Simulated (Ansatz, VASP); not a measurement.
## Zr2Zn2N3 in VASP and in Ansatz

```
Zr Zn N
1.0
     2.47196    1.42719    4.07874
    -2.47196    1.42719    4.07874
     0.00000   -2.85438    4.07874
Zr Zn N
2 2 3
Direct
  0.50000 0.50000 0.50000
  0.00000 0.00000 0.00000
  0.28149 0.28149 0.28149
  0.71851 0.71851 0.71851
  0.00000 0.00000 0.50000
  0.50000 0.00000 0.00000
  0.00000 0.50000 0.00000
```

Alike in both runs: functional PBE; k mesh 6 × 6 × 6; occupations gaussian, width 0.1 eV; no spin polarisation.

Ansatz relaxed the structure, and its values are those at the end. VASP's run is a single point on that final structure, the one shown.

|  | VASP | Ansatz |
| --- | --- | --- |
| version | VASP 6.6.1 | Ansatz 0.2.0 |
| potentials or method | VASP PAW PBE potentials, release 64 (Zr_sv, Zn, N), cutoff 520 eV | scalar-relativistic, plane waves, PAW |
| valence electrons in the cell | 63 | 63 |

Ansatz gave:

- gap on the k mesh at the Fermi level (eV): none
- pressure (GPa): -0.3
- rms of the force components (eV/Å): 0.003

Task: What did VASP give for the same quantities?

Result: gap on the k mesh at the Fermi level (eV): none; pressure (GPa): 0.3; rms of the force components (eV/Å): 0.031.

A gap of «none» marks a metal or a gap that the smearing closes.
